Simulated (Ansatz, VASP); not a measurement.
TiSi2 in VASP and in Ansatz

```xyz
3
Lattice="-1.4411 1.6701 4.1004 1.4411 -1.6701 4.1004 1.4411 1.6701 -4.1004" Properties=species:S:1:pos:R:3 pbc="T T T"
Ti    0.0000    0.0000    0.0000
Si    0.0000    0.0000    2.8625
Si    0.0000    0.0000    5.3383
```

Alike in both runs: task single point; functional LDA; k mesh 18 × 18 × 18; occupations gaussian, width 0.15 eV; no spin polarisation.

```csv
,VASP,Ansatz
version,VASP 6.6.1,Ansatz 0.2.0
potentials or method,"VASP PAW LDA potentials, release 64 (Ti_sv, Si), cutoff 520 eV","scalar-relativistic, plane waves, PAW"
valence electrons in the cell,20,20
```

Ansatz gave:

```
gap on the k mesh at the Fermi level (eV)                     : none
pressure (GPa)                                                : 8.9
traceless stress, the component that is largest in VASP (GPa) : 3.22
rms of the force components (eV/Å)                            : 0.830
```

Estimate VASP's values.

gap on the k mesh at the Fermi level (eV): none; pressure (GPa): 9.1; traceless stress, the component that is largest in VASP (GPa): 3.25; rms of the force components (eV/Å): 0.835.

Ansatz warns that its potentials were made for another functional, while VASP's fit it. LDA's correlation is that of Perdew and Zunger in VASP and of Perdew and Wang (1992) in Ansatz. Atom by atom the forces differ by 0.005 eV/Å (rms over components). A gap of «none» marks a metal or a gap that the smearing closes.
